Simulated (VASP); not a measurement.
# ZnS (Pmm2) in VASP: further runs, part 2 of 2

VASP 6.6.1.

## Step 3: Single point, r2SCAN (the distance across one plane changed)

POSCAR reads:

```
ZnS
1.0
   -2.7046500000     -2.7046500000      0.0000000000
    2.7046500000     -2.7046500000      0.0000000000
    0.0000000000      0.0000000000     11.8186000000
Zn S
4 4
Direct
    0.0000000000      0.0000000000      0.8581758838
    0.5000000000      0.5000000000      0.1716351768
    0.0000000000      0.0000000000      0.4004820791
    0.5000000000      0.5000000000      0.6293289814
    0.5000000000      0.0000000000      0.2860586279
    0.0000000000      0.5000000000      0.5149055303
    0.5000000000      0.0000000000      0.7437524326
    0.0000000000      0.5000000000      0.0572117256
```

INCAR.step1 reads:

```
SYSTEM = ZnS
ALGO     = Normal         ! electronic algorithm
EDIFF    = 1E-4           ! SCF threshold, eV
ENCUT    = 520            ! plane-wave cutoff, eV
GGA      = PE             ! functional
ISMEAR   = 0              ! smearing method
LASPH    = .True.         ! aspherical terms in the spheres
LCHARG   = .False.        ! write CHGCAR
LREAL    = .False.        ! projectors in reciprocal space
LWAVE    = .True.         ! write WAVECAR
NBANDS   = 46             ! bands
NELM     = 100            ! most SCF steps
PREC     = Accurate       ! precision mode
SIGMA    = 0.05           ! smearing width, eV
```

INCAR.step2 reads:

```
SYSTEM = ZnS
ALGO     = Normal         ! electronic algorithm
EDIFF    = 1E-6           ! SCF threshold, eV
ENCUT    = 520            ! plane-wave cutoff, eV
ISIF     = 2              ! what is computed and relaxed
ISMEAR   = 0              ! smearing method
ISTART   = 1            
LASPH    = .True.         ! aspherical terms in the spheres
LCHARG   = .False.        ! write CHGCAR
LMIXTAU  = .True.       
LREAL    = .False.        ! projectors in reciprocal space
LWAVE    = .False.        ! write WAVECAR
METAGGA  = R2SCAN         ! meta-GGA
NBANDS   = 46             ! bands
NELM     = 100            ! most SCF steps
PREC     = Accurate       ! precision mode
SIGMA    = 0.05           ! smearing width, eV
```

KPOINTS reads:

```
k-points
0
Gamma
  6 6 2
  0 0 0
```

Potentials or basis: VASP PAW PBE potentials, release 64 (Zn, S).

Started as:

```
$ cat potpaw_PBE.64/Zn/POTCAR potpaw_PBE.64/S/POTCAR > POTCAR
$ cp INCAR.step1 INCAR
$ mpirun -np 1 vasp_std > vasp.out
$ cp INCAR.step2 INCAR
$ mpirun -np 1 vasp_std > vasp.out
```

OUTCAR:

```text
SYSTEM = ZnS
   EDIFF = 1E-6
   ENCUT = 520
   ISIF = 2
   ISMEAR = 0
   ISTART = 1
   LASPH = .True.
   LREAL = .False.
   METAGGA = R2SCAN
   NELM = 100
   PREC = Accurate

 ion  position               nearest neighbor table
   1  0.000  0.000  0.858-   7 2.34   7 2.34
   2  0.500  0.500  0.172-   5 2.34   5 2.34   8 2.34   8 2.34
   3  0.000  0.000  0.400-   6 2.34   6 2.34   5 2.34   5 2.34
   4  0.500  0.500  0.629-   6 2.34   6 2.34   7 2.34   7 2.34
   5  0.500  0.000  0.286-   2 2.34   2 2.34   3 2.34   3 2.34
   6  0.000  0.500  0.515-   4 2.34   4 2.34   3 2.34   3 2.34
   7  0.500  0.000  0.744-   4 2.34   4 2.34   1 2.34   1 2.34
[... 1389 lines left out ...]
  Total       -1.7425924     -1.7425924     -7.6025183     -0.8593638      0.0000000      0.0000000
  in kB      -16.1468653    -16.1468653    -70.4449526     -7.9628670      0.0000000      0.0000000
  external PRESSURE =     -34.2462277 kB  Pullay stress =       0.0000000 kB

 VOLUME and BASIS-vectors are now :
 -----------------------------------------------------------------------------
  energy-cutoff  :      520.00
  volume of cell :      172.91
      direct lattice vectors                 reciprocal lattice vectors
    -2.704650000 -2.704650000  0.000000000    -0.184866803 -0.184866803  0.000000000
     2.704650000 -2.704650000  0.000000000     0.184866803 -0.184866803  0.000000000
     0.000000000  0.000000000 11.818600000     0.000000000  0.000000000  0.084612391

 POSITION                                       TOTAL-FORCE (eV/Angst)
 -----------------------------------------------------------------------------------
      0.00000      0.00000     10.14244        -0.000000     -0.000000      1.786734
      0.00000     -2.70465      2.02849        -0.000000     -0.000000     -0.803734
      0.00000      0.00000      4.73314        -0.000000     -0.000000     -0.491731
      0.00000     -2.70465      7.43779         0.000000      0.000000     -0.497118
     -1.35232     -1.35232      3.38081        -0.000000     -0.000000      0.490933
      1.35232     -1.35232      6.08546        -0.000000     -0.000000      0.500092
     -1.35232     -1.35232      8.79011        -0.000000     -0.000000      0.776071
      1.35232     -1.35232      0.67616        -0.000000     -0.000000     -1.761247
 -----------------------------------------------------------------------------------
    total drift:                                0.000000     -0.000000     -0.009436

  FREE ENERGIE OF THE ION-ELECTRON SYSTEM (eV)
  ---------------------------------------------------
  free  energy   TOTEN  =       -73.7182114779 eV

  energy  without entropy=      -73.7182114779  energy(sigma->0) =      -73.71821148
```

OUTCAR.step1:

```text
SYSTEM = ZnS
   EDIFF = 1E-4
   ENCUT = 520
   GGA = PE
   ISMEAR = 0
   LASPH = .True.
   LREAL = .False.
   NELM = 100
[... 1419 lines left out ...]
      1.35232     -1.35232      6.08546        -0.000000     -0.000000      0.450416
     -1.35232     -1.35232      8.79011        -0.000000     -0.000000      0.711079
      1.35232     -1.35232      0.67616        -0.000000     -0.000000     -1.722597
 -----------------------------------------------------------------------------------
    total drift:                                0.000000     -0.000000      0.001841

  FREE ENERGIE OF THE ION-ELECTRON SYSTEM (eV)
  ---------------------------------------------------
  free  energy   TOTEN  =       -25.8989604108 eV

  energy  without entropy=      -25.8988686230  energy(sigma->0) =      -25.89891452
```

It took 12 min on 1 thread of Intel Xeon Platinum 8259CL at 2.50GHz (Skylake/Cascade Lake), shared host; peak memory 0.39 GiB.

What came out:

```
Free energy            : -73.7182 eV
Pressure               : -3.4 GPa
Largest force          : 1.787 eV/Å
Band gap on the k mesh : 0.51 eV (least direct gap 0.65 eV)
```

Forces on the atoms (eV/Å):
```
Zn   0.000  0.000  1.787
Zn   0.000  0.000 -0.804
Zn   0.000  0.000 -0.492
Zn   0.000  0.000 -0.497
S    0.000  0.000  0.491
S    0.000  0.000  0.500
S    0.000  0.000  0.776
S    0.000  0.000 -1.761
```

Caveat: the cell differs from its parent crystal (the distance across one plane changed); the cell stands under tension; the PAW data sets were made with another functional, which shifts forces and pressure a little. A k mesh can miss the band edges.

## Step 4: Single point, r2SCAN (the distance across one plane changed)

POSCAR reads:

```
ZnS
1.0
   -2.7046500000     -2.7046500000      0.0000000000
    2.7046500000     -2.7046500000      0.0000000000
    0.0000000000      0.0000000000     15.3186000000
Zn S
4 4
Direct
    0.0000000000      0.0000000000      0.6620995065
    0.5000000000      0.5000000000      0.1324199013
    0.0000000000      0.0000000000      0.3089797697
    0.5000000000      0.5000000000      0.4855396381
    0.5000000000      0.0000000000      0.2206998355
    0.0000000000      0.5000000000      0.3972597039
    0.5000000000      0.0000000000      0.5738195723
    0.0000000000      0.5000000000      0.0441399671
```

INCAR.step1 reads:

```
SYSTEM = ZnS
PREC = Accurate
ENCUT = 520
ISMEAR = 0
SIGMA = 0.05
LREAL = .FALSE.
LASPH = .TRUE.
NELM = 60
NBANDS = 46
GGA = PE
ALGO = Normal
EDIFF = 1E-4
LWAVE = .TRUE.
LCHARG = .FALSE.
```

INCAR.step2 reads:

```
SYSTEM = ZnS
PREC = Accurate
ENCUT = 520
EDIFF = 1E-7
ISMEAR = 0
SIGMA = 0.05
LREAL = .FALSE.
LASPH = .TRUE.
NELM = 60
ALGO = Normal
ISIF = 2
LWAVE = .FALSE.
LCHARG = .TRUE.
METAGGA = R2SCAN
LMIXTAU = .TRUE.
LELF = .TRUE.
LVHAR = .TRUE.
NBANDS = 46
ISTART = 1
```

KPOINTS reads:

```
Automatic mesh
0
G
  6 6 2
  0 0 0
```

Started as:

```
$ cat potpaw_PBE.64/Zn/POTCAR potpaw_PBE.64/S/POTCAR > POTCAR
$ cp INCAR.step1 INCAR
$ mpirun -np 1 vasp_std > vasp.out
$ cp INCAR.step2 INCAR
$ mpirun -np 1 vasp_std > vasp.out
```

Run time: 14 min. Hardware: 1 thread of Intel Xeon 6975P-C (Granite Rapids), shared host; peak memory 0.48 GiB.

It converged, with:

```yaml
Free_energy: -71.2478 eV
Pressure: -1.2 GPa
Largest_force: 0.757 eV/Å
Band_gap_on_the_k_mesh: zero (filled and empty bands touch)
```

Forces in eV/Å, atoms in the order of the input:
```
Zn   0.000  0.000 -0.150
Zn   0.000  0.000 -0.757
Zn   0.000  0.000 -0.623
Zn   0.000  0.000 -0.630
S    0.000  0.000  0.678
S    0.000  0.000  0.545
S    0.000  0.000  0.485
S    0.000  0.000  0.451
```

Stress tensor (GPa, compression positive):
```
-1.45 -0.25  0.00
-0.25 -1.45  0.00
 0.00  0.00 -0.79
```

Levels at points of the mesh, in eV from the Fermi level:
```tsv
k point	band 32	band 33	band 34	band 35	band 36	band 37	band 38	band 39	band 40	band 41
(0.00, 0.00, 0.00)	-1.34	-1.21	-0.72	-0.16	-0.05	0.39	2.50	3.01	3.31	3.91
(0.50, 0.00, 0.00)	-1.83	-1.49	-1.02	-0.86	-0.16	0.53	2.80	3.82	4.61	4.71
(0.00, 0.50, 0.00)	-1.97	-1.16	-0.89	-0.45	-0.18	0.70	1.25	3.84	3.90	4.36
(0.50, 0.50, 0.00)	-3.08	-2.69	-2.16	-0.97	-0.95	0.99	1.09	3.43	3.76	4.37
(0.00, 0.00, 0.50)	-1.34	-1.21	-0.80	-0.07	-0.05	0.39	2.44	3.00	3.30	4.03
(0.50, 0.00, 0.50)	-1.83	-1.49	-1.02	-0.88	-0.14	0.53	2.81	3.80	4.54	4.74
(0.00, 0.50, 0.50)	-1.97	-1.16	-0.90	-0.45	-0.18	0.71	1.26	3.81	3.87	4.38
(0.50, 0.50, 0.50)	-3.08	-2.69	-2.16	-0.97	-0.95	0.99	1.09	3.44	3.76	4.34
```

Caveat: the cell differs from its parent crystal (the distance across one plane changed); the PAW data sets were made with another functional, which shifts forces and pressure a little.

## Step 5: Summary

| cell | gap on the mesh (eV) | pressure (GPa) | largest force (eV/Å) |
| --- | --- | --- | --- |
| a = 3.825, b = 3.825, c = 11.569 Å, 8 atoms | 1.26 | -3.4 | 1.84 |
| a = 3.825, b = 3.825, c = 11.819 Å, 8 atoms | 0.51 | -3.4 | 1.79 |
| a = 3.825, b = 3.825, c = 15.319 Å, 8 atoms | none | -1.2 | 0.76 |

Alike in all rows: task single point; level r2SCAN; potentials or basis VASP PAW PBE potentials, release 64 (Zn, S); no spin polarisation; k mesh 6 × 6 × 2; cutoff (eV) 520; smearing gaussian 0.05 eV.

Caveats: the PAW data sets were made with another functional, which shifts forces and pressure a little; the cell stands under tension (at least some runs).

Absolute energies hang on the potentials; compare differences alone.
